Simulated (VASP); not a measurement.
# SrLiH3 (Pm-3m) in VASP: density of states with PBEsol

Aim: the density of states of SrLiH3 with PBEsol.

Program: VASP 6.6.1. These are calculated values, not measurements. Logs are shortened: lines on timing, memory, paths and dates and some standing lists are left out, and cuts for length are marked.

## (1) The cell of the first run

Symmetry: Pm-3m, No. 221, cubic system. Conventional cell: a = 4.642 Å, b = 4.642 Å, c = 4.642 Å, α = 90.00°, β = 90.00°, γ = 90.00°. Li (site symmetry m-3m) has 12 H at 3.28 Å and 8 Sr at 4.02 Å within 4.3 Å. Within 3.1 Å of Sr (site symmetry m-3m) lie 6 H at 2.32 Å. H (site symmetry 4/mmm) has 2 Sr at 2.32 Å within 3.1 Å.

## (2) Density of states, PBEsol

Contents of POSCAR:

```
SrLiH3
1.0
    4.6421818192      0.0000000000      0.0000000000
    0.0000000000      4.6421818192      0.0000000000
    0.0000000000      0.0000000000      4.6421818192
Li Sr H
1 1 3
Direct
    0.0000000000      0.0000000000      0.0000000000
    0.5000000000      0.5000000000      0.5000000000
    0.0000000000      0.5000000000      0.5000000000
    0.5000000000      0.0000000000      0.5000000000
    0.5000000000      0.5000000000      0.0000000000
```

Contents of INCAR.step1:

```
SYSTEM = SrLiH3
ALGO = Normal
EDIFF = 1E-6
ENCUT = 520
GGA = PS
ISIF = 2
ISMEAR = 0
LASPH = .True.
LCHARG = .True.
LREAL = .False.
LWAVE = .False.
NBANDS = 16
NELM = 60
PREC = Accurate
SIGMA = 0.01
```

Contents of KPOINTS.step1:

```
k-points
0
Gamma
  4 4 4
  0 0 0
```

Contents of INCAR.step2:

```
SYSTEM = SrLiH3
ALGO = Normal
EDIFF = 1E-6
ENCUT = 520
GGA = PS
ICHARG = 11
ISIF = 2
ISMEAR = -5
LASPH = .True.
LCHARG = .False.
LORBIT = 11
LREAL = .False.
LWAVE = .False.
NBANDS = 16
NEDOS = 1001
NELM = 60
PREC = Accurate
SIGMA = 0.01
```

Contents of KPOINTS.step2:

```
k-points
0
Gamma
  6 6 6
  0 0 0
```

Potentials or basis: VASP PAW PBE potentials, release 64 (Li_sv, Sr_sv, H).

On the command line:

```console
cat potpaw_PBE.64/Li_sv/POTCAR potpaw_PBE.64/Sr_sv/POTCAR potpaw_PBE.64/H/POTCAR > POTCAR
cp INCAR.step1 INCAR
cp KPOINTS.step1 KPOINTS
mpirun -np 1 vasp_std > vasp.out
cp INCAR.step2 INCAR
cp KPOINTS.step2 KPOINTS
mpirun -np 1 vasp_std > vasp.out
```

OUTCAR:

```text
SYSTEM = SrLiH3
   EDIFF = 1E-6
   ENCUT = 520
   GGA = PS
   ICHARG = 11
   ISIF = 2
   ISMEAR = -5
   LASPH = .True.
   LORBIT = 11
   LREAL = .False.
   NELM = 60
   PREC = Accurate

 ion  position               nearest neighbor table
   1  0.000  0.000  0.000-
   2  0.500  0.500  0.500-   3 2.32   4 2.32   5 2.32   5 2.32   4 2.32   3 2.32
   3  0.000  0.500  0.500-   2 2.32   2 2.32
   4  0.500  0.000  0.500-   2 2.32   2 2.32
   5  0.500  0.500  0.000-   2 2.32   2 2.32

  LATTYP: Found a simple cubic cell.
 ALAT       =     4.6421818192

  Lattice vectors:

 A1 = (   4.6421818192,   0.0000000000,   0.0000000000)
 A2 = (   0.0000000000,   4.6421818192,   0.0000000000)
 A3 = (   0.0000000000,   0.0000000000,   4.6421818192)

Analysis of symmetry for initial positions (statically):
=====================================================================
 Subroutine PRICEL returns:
 Original cell was already a primitive cell.

 Routine SETGRP: Setting up the symmetry group for a
 simple cubic supercell.

 Subroutine GETGRP returns: Found 48 space group operations
 (whereof 48 operations were pure point group operations)
 out of a pool of 48 trial point group operations.

The static configuration has the point symmetry O_h .

Analysis of symmetry for dynamics (positions and initial velocities):
=====================================================================
 Subroutine PRICEL returns:
 Original cell was already a primitive cell.

 Routine SETGRP: Setting up the symmetry group for a
 simple cubic supercell.

 Subroutine GETGRP returns: Found 48 space group operations
 (whereof 48 operations were pure point group operations)
 out of a pool of 48 trial point group operations.

The dynamic configuration has the point symmetry O_h .

 Subroutine INISYM returns: Found 48 space group operations
 (whereof 48 operations are pure point group operations),
 and found     1 'primitive' translations

----------------------------------------------------------------------------------------

                                     Primitive cell

  volume of cell :     100.0383

  direct lattice vectors                    reciprocal lattice vectors
     4.642181819  0.000000000  0.000000000     0.215415949  0.000000000  0.000000000
     0.000000000  4.642181819  0.000000000     0.000000000  0.215415949  0.000000000
     0.000000000  0.000000000  4.642181819     0.000000000  0.000000000  0.215415949

  length of vectors
     4.642181819  4.642181819  4.642181819     0.215415949  0.215415949  0.215415949

  position of ions in fractional coordinates (direct lattice)
     0.000000000  0.000000000  0.000000000
     0.500000000  0.500000000  0.500000000
     0.000000000  0.500000000  0.500000000
     0.500000000  0.000000000  0.500000000
     0.500000000  0.500000000  0.000000000

  ion indices of the primitive-cell ions
   primitive index   ion index
                 1           1
                 2           2
                 3           3
                 4           4
                 5           5

----------------------------------------------------------------------------------------

 KPOINTS: k-points

Automatic generation of k-mesh.
 Grid dimensions read from file:
 generate k-points for:    6    6    6

 Generating k-lattice:

  Cartesian coordinates                     Fractional coordinates (reciprocal lattice)
     0.035902658  0.000000000  0.000000000     0.166666667  0.000000000  0.000000000
     0.000000000  0.035902658  0.000000000     0.000000000  0.166666667  0.000000000
     0.000000000  0.000000000  0.035902658     0.000000000  0.000000000  0.166666667

  Length of vectors
     0.035902658  0.035902658  0.035902658

  Shift w.r.t. Gamma in fractional coordinates (k-lattice)
     0.000000000  0.000000000  0.000000000

 TETIRR: Found    104 inequivalent tetrahedra from     1296

 Subroutine IBZKPT returns following result:
 ===========================================

 Found     20 irreducible k-points:

 Following reciprocal coordinates:
            Coordinates               Weight
  0.000000  0.000000  0.000000      1.000000
  0.166667  0.000000  0.000000      6.000000
  0.333333  0.000000  0.000000      6.000000
  0.500000  0.000000  0.000000      3.000000
  0.166667  0.166667  0.000000     12.000000
  0.333333  0.166667  0.000000     24.000000
[... 12 lines left out ...]
  0.500000  0.500000  0.333333      6.000000
  0.500000  0.500000  0.500000      1.000000
   k-points           NKPTS =     20   k-points in BZ     NKDIM =     20   number of bands    NBANDS=     16
   number of dos      NEDOS =   1001   number of ions     NIONS =      5
   total plane-waves  NPLWV =  46656
   dimension x,y,z NGX =    36 NGY =   36 NGZ =   36
   dimension x,y,z NGXF=    72 NGYF=   72 NGZF=   72
   ions per type =               1   1   3
   NGX,Y,Z   is equivalent  to a cutoff of  12.89, 12.89, 12.89 a.u.
   NGXF,Y,Z  is equivalent  to a cutoff of  25.78, 25.78, 25.78 a.u.
 SYSTEM =  SrLiH3
   PREC   = accura    normal or accurate (medium, high low for compatibility)
   ISTART =      0    job   : 0-new  1-cont  2-samecut
   ICHARG =     11    charge: 1-file 2-atom 10-const
   ISPIN  =      1    spin polarized calculation?
   LNONCOLLINEAR =      F non collinear calculations
   LSORBIT =      F    spin-orbit coupling
   LASPH  =      T    aspherical Exc in radial PAW
   ENCUT  =  520.0 eV  38.22 Ry    6.18 a.u.   8.63  8.63  8.63*2*pi/ulx,y,z
   NELM   =     60;   NELMIN=  2; NELMDL=  0     # of ELM steps
   EDIFF  = 0.1E-05   stopping-criterion for ELM
   LREAL  =      F    real-space projection
   EDIFFG = 0.1E-04   stopping-criterion for IOM
   NSW    =      0    number of steps for IOM
   IBRION =     -1    ionic relax: 0-MD 1-quasi-New 2-CG
   NFREE  =      0    steps in history (QN), initial steepest desc. (CG)
   ISIF   =      2    stress and relaxation
   ISYM   =      2    0-nonsym 1-usesym 2-fastsym
   POTIM  = 0.5000    time-step for ionic-motion
   TEBEG  =    0.0;   TEEND  =   0.0 temperature during run
   PSTRESS=    0.0 pullay stress
   NELECT =      16.0000    total number of electrons
   NUPDOWN=      -1.0000    fix difference up-down
   EMIN   =  10.00;   EMAX   =-10.00  energy-range for DOS
   EFERMI =   0.00;   METHOD = LEGACY
   ISMEAR =    -5;   SIGMA  =   0.01  broadening in eV -4-tet -1-fermi 0-gaus
   EFERMI_NEDOS =   21; number of points for ismear=-14 and -15
   IALGO  =     38    algorithm
   IMIX   =      4    mixing-type and parameters
     AMIX     =   0.40;   BMIX     =  1.00
     AMIX_MAG =   1.60;   BMIX_MAG =  1.00
  volume/ion in A,a.u.               =      20.01       135.02
  Fermi-wavevector in a.u.,A,eV,Ry     =   0.888640  1.679287 10.744271  0.789682
  Thomas-Fermi vector in A             =   2.010096
   LORBIT       =     11    0 simple, 1 ext, 2 COOP (PROOUT), +10 PAW based schemes
   GGA     = PS    functional components
   LHFCALC =     F    Hartree Fock is set to
   AEXX    =    0.0000 exact exchange contribution
   IVDW    =     0    specifies the selected vdW correction
   LEPSILON=     F    determine dielectric tensor
   LRPA    =     F    only Hartree local field effects (RPA)
 non-spin polarized calculation
 Fermi weights with tetrahedron method with Bloechl corrections
  energy-cutoff  :      520.00
  volume of cell :      100.04
 maximum number of plane-waves:      2730
 NGX is ok and might be reduce to    36

 number of electron      15.9999999 magnetization

 Free energy of the ion-electron system (eV)
  ---------------------------------------------------
  ext. energy  EPLUGINS =         0.00000000
  ---------------------------------------------------
  free energy    TOTEN  =       -13.84015366 eV

  energy without entropy =      -13.84015366  energy(sigma->0) =      -13.84015366

 E-fermi :  -1.4641     XC(G=0):  -6.9032

 val. band max:       -1.5091362989   @ k =   0.5000   0.5000   0.5000
 cond. band min:       0.2032742464   @ k =   0.5000   0.5000   0.0000
 fundamental gap:      1.7124105453
 Fermi energy:        -1.4640560236

 k-point     1 :       0.0000    0.0000    0.0000
  band No.  band energies     occupation
      1     -48.4609      2.00000
      2     -34.3848      2.00000
      3     -16.4671      2.00000
      4     -16.4671      2.00000
      5     -16.4671      2.00000
      6      -4.6564      2.00000
[... 8 lines left out ...]
     15       5.2928      0.00000
     16       8.0822      0.00000

 k-point     2 :       0.1667    0.0000    0.0000
  band No.  band energies     occupation
      1     -48.4608      2.00000
      2     -34.3841      2.00000
      3     -16.4947      2.00000
      4     -16.4658      2.00000
      5     -16.4658      2.00000
      6      -4.4760      2.00000
[... 8 lines left out ...]
     15       5.4847      0.00000
     16       7.0915      0.00000

 k-point     3 :       0.3333    0.0000    0.0000
  band No.  band energies     occupation
      1     -48.4609      2.00000
      2     -34.3827      2.00000
      3     -16.5491      2.00000
      4     -16.4634      2.00000
      5     -16.4634      2.00000
      6      -4.0603      2.00000
[... 8 lines left out ...]
     15       6.0082      0.00000
     16       6.0958      0.00000

 k-point     4 :       0.5000    0.0000    0.0000
  band No.  band energies     occupation
      1     -48.4609      2.00000
      2     -34.3820      2.00000
      3     -16.5759      2.00000
      4     -16.4622      2.00000
      5     -16.4622      2.00000
      6      -3.8003      2.00000
[... 8 lines left out ...]
     15       5.8611      0.00000
     16       6.5660      0.00000

 k-point     5 :       0.1667    0.1667    0.0000
  band No.  band energies     occupation
      1     -48.4608      2.00000
      2     -34.3834      2.00000
      3     -16.4938      2.00000
      4     -16.4929      2.00000
      5     -16.4646      2.00000
      6      -4.2907      2.00000
[... 8 lines left out ...]
     15       6.0887      0.00000
     16       7.3241      0.00000

 k-point     6 :       0.3333    0.1667    0.0000
  band No.  band energies     occupation
      1     -48.4608      2.00000
      2     -34.3820      2.00000
      3     -16.5476      2.00000
      4     -16.4907      2.00000
      5     -16.4622      2.00000
      6      -3.8634      2.00000
[... 8 lines left out ...]
     15       6.6103      0.00000
     16       6.7952      0.00000
[... 191 lines left out ...]
 k-point    17 :       0.3333    0.3333    0.3333
  band No.  band energies     occupation
      1     -48.4608      2.00000
      2     -34.3786      2.00000
      3     -16.5408      2.00000
      4     -16.5394      2.00000
      5     -16.5394      2.00000
      6      -2.6544      2.00000
[... 8 lines left out ...]
     15       5.9715      0.00000
     16       6.2049      0.00000

 k-point    18 :       0.5000    0.3333    0.3333
  band No.  band energies     occupation
      1     -48.4608      2.00000
      2     -34.3780      2.00000
      3     -16.5660      2.00000
      4     -16.5388      2.00000
      5     -16.5379      2.00000
      6      -2.2998      2.00000
[... 8 lines left out ...]
     15       6.1233      0.00000
     16       6.4707      0.00000

 k-point    19 :       0.5000    0.5000    0.3333
  band No.  band energies     occupation
      1     -48.4608      2.00000
      2     -34.3773      2.00000
      3     -16.5644      2.00000
      4     -16.5644      2.00000
      5     -16.5368      2.00000
      6      -1.9287      2.00000
[... 8 lines left out ...]
     15       6.2171      0.00000
     16       6.9222      0.00000

 k-point    20 :       0.5000    0.5000    0.5000
  band No.  band energies     occupation
      1     -48.4607      2.00000
      2     -34.3766      2.00000
      3     -16.5628      2.00000
      4     -16.5628      2.00000
      5     -16.5628      2.00000
      6      -1.5091      2.00000
[... 8 lines left out ...]
     15       5.5933      0.00000
     16       7.5658      0.00000

------------------------ aborting loop because EDIFF is reached ----------------------------------------

  FORCE on cell =-STRESS in cart. coord.  units (eV):
  Direction    XX          YY          ZZ          XY          YZ          ZX
  --------------------------------------------------------------------------------------
  -------------------------------------------------------------------------------------
  Total       -0.4234640     -0.4234640     -0.4234640      0.0000000      0.0000000      0.0000000
  in kB       -6.7820446     -6.7820446     -6.7820446      0.0000000      0.0000000      0.0000000
  external PRESSURE =      -6.7820446 kB  Pullay stress =       0.0000000 kB

 VOLUME and BASIS-vectors are now :
 -----------------------------------------------------------------------------
  energy-cutoff  :      520.00
  volume of cell :      100.04
      direct lattice vectors                 reciprocal lattice vectors
     4.642181819  0.000000000  0.000000000     0.215415949  0.000000000  0.000000000
     0.000000000  4.642181819  0.000000000     0.000000000  0.215415949  0.000000000
     0.000000000  0.000000000  4.642181819     0.000000000  0.000000000  0.215415949

 POSITION                                       TOTAL-FORCE (eV/Angst)
 -----------------------------------------------------------------------------------
      0.00000      0.00000      0.00000         0.000000      0.000000      0.000000
      2.32109      2.32109      2.32109         0.000000      0.000000      0.000000
      0.00000      2.32109      2.32109         0.000000      0.000000      0.000000
      2.32109      0.00000      2.32109         0.000000      0.000000      0.000000
      2.32109      2.32109      0.00000         0.000000      0.000000      0.000000
 -----------------------------------------------------------------------------------
    total drift:                                0.000000      0.000000      0.000000

  FREE ENERGIE OF THE ION-ELECTRON SYSTEM (eV)
  ---------------------------------------------------
  free  energy   TOTEN  =       -13.8401536606 eV

  energy  without entropy=      -13.8401536606  energy(sigma->0) =      -13.84015366

 total charge

# of ion       s       p       d       tot
------------------------------------------
    1        1.992   0.010   0.000   2.003
    2        2.021   5.784   0.221   8.026
    3        0.505   0.001   0.000   0.506
    4        0.505   0.001   0.000   0.506
    5        0.505   0.001   0.000   0.506
--------------------------------------------------
tot          5.529   5.797   0.221  11.548
```

Wall time 34 s (1 thread of AMD EPYC 9R45 (Zen 5), shared host); peak memory 0.17 GiB.

Results:

| Property | Result |
| --- | --- |
| Valence electrons inside the program's atomic spheres | Li 2.00; Sr 8.03; H 0.51 |

Caveat: the cutoff is under 1.25 times the usual one of these potentials, so pressure, stress and relaxed cells hold a basis-set (Pulay) error; the PAW data sets were made with another functional, which shifts forces and pressure a little.
